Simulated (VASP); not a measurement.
A run of VASP 6.6.1 is set up as follows.

Contents of INCAR:

```
PREC     = Accurate       # precision mode
ENCUT    = 520            # plane-wave cutoff, eV
EDIFF    = 1E-7           # SCF threshold, eV
ISMEAR   = 0              # smearing method
SIGMA    = 0.1            # smearing width, eV
LREAL    = False          # projectors in reciprocal space
LASPH    = True           # aspherical terms in the spheres
NELM     = 60             # most SCF steps
ALGO     = Normal         # electronic algorithm
ISIF     = 2              # what is computed and relaxed
LWAVE    = False          # write WAVECAR
LCHARG   = False          # write CHGCAR
GGA      = PE             # functional
NBANDS   = 32             # bands
```

Contents of KPOINTS:

```
Automatic mesh
0
Gamma
  4 6 4
```

File POSCAR:

```
HfZrS4
1.0
    6.4961898889      0.0000000000     -0.0001885198
    0.0000000000      3.6717701779      0.0000000000
   -0.0001995227      0.0000000000      6.3514281915
Zr Hf S
1 1 4
Direct
    0.0000000000      0.5000000000      0.5000000000
    0.0000000000      0.0000000000      0.0000000000
    0.2224795194      0.5000000000      0.8356433531
    0.2229158821      0.0000000000      0.3311624758
    0.7770841179      0.0000000000      0.6688375242
    0.7775204806      0.5000000000      0.1643566469
```

Potentials or basis: VASP PAW PBE potentials, release 64 (Zr_sv, Hf_pv, S).

Command:

```bash
$ cat potpaw_PBE.64/Zr_sv/POTCAR potpaw_PBE.64/Hf_pv/POTCAR potpaw_PBE.64/S/POTCAR > POTCAR
$ mpirun -np 1 vasp_std > vasp.out
```

**Question.** Estimate the pressure.

**Answer.** -0.2 GPa.

**Question.** Estimate the band gap on the k mesh.

**Answer.** 1.13 eV (least direct gap 1.18 eV).

Forces on the atoms (eV/Å):
```
Zr   0.000  0.000  0.000
Hf   0.000  0.000  0.000
S   -0.048  0.000  0.035
S   -0.023  0.000 -0.034
S    0.023  0.000  0.034
S    0.048  0.000 -0.035
```

Caveat: spin-orbit coupling is left out, which moves the levels of the heavy elements; this functional lacks dispersion, which binds layers or chains, so the pressure and a relaxed spacing across them are unreliable. A k mesh can miss the band edges.
